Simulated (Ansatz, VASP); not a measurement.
# Two plane-wave programs on BeCl

File INCAR:

```
SYSTEM = BeCl
PREC = Accurate ; ENCUT = 600
EDIFF = 1E-7 ; ISMEAR = 0
SIGMA = 0.1 ; LREAL = .False.
LASPH = .True. ; NELM = 60
ALGO = Normal ; ISIF = 3
LWAVE = .False. ; LCHARG = .False.
GGA = PE ; IBRION = 2
NSW = 100 ; EDIFFG = -0.01
```

The input KPOINTS:

```
regular mesh
0
Gamma
  18 18 18
  0 0 0
```

File POSCAR:

```
BeCl
1.0
    3.0857742496      0.0000000000      0.0000000000
    0.0000000000      3.0857742496      0.0000000000
    0.0000000000      0.0000000000      3.0857742496
Be Cl
1 1
Direct
    0.0000000000      0.0000000000      0.0000000000
    0.5000000000      0.5000000000      0.5000000000
```

Input for Ansatz:

```yaml
crystal:
  lattice:
    - [3.0857742496, 0.0, 0.0]
    - [0.0, 3.0857742496, 0.0]
    - [0.0, 0.0, 3.0857742496]
  atoms:
    - { symbol: Be, position: [0.0, 0.0, 0.0] }
    - { symbol: Cl, position: [0.5, 0.5, 0.5] }
basis:
  ecutwfc: 420
kpoints:
  mp_grid: { grid: [18, 18, 18] }
hamiltonian:
  xc: pbe
scf:
  occupations: { method: gaussian, width: 0.1 }
output:
  forces: true
  stress: true
  eigenvalues: true
  write_density: true
  write_potential: true
  elf: true
  volumetric_format: npy
relax:
  adjacent_minimum: "off"
  f_tol: 0.01
  max_steps: 80
  cell: { stress_tol: 0.05 }
```

Alike in both runs: task relaxation of cell and atoms; functional PBE; k mesh 18 × 18 × 18; occupations gaussian, width 0.1 eV; no spin polarisation.

|  | VASP | Ansatz |
| --- | --- | --- |
| version | VASP 6.6.1 | Ansatz 0.2.0 |
| potentials or method | VASP PAW PBE potentials, release 64 (Be, Cl), cutoff 600 eV | scalar-relativistic, plane waves, PAW |
| valence electrons in the cell | 9 | 9 |

|  | VASP | Ansatz | Ansatz less VASP |
| --- | --- | --- | --- |
| gap on the k mesh at the Fermi level, each at its own relaxed structure (eV) | none | none | - |
| relaxed volume (Å³/atom) | 14.06 | 14.03 | -0.025 |
| relaxed cell length with the largest relative difference (Å) | 3.041 | 3.039 | -0.0018 |

A gap of «none» marks a metal or a gap that the smearing closes.
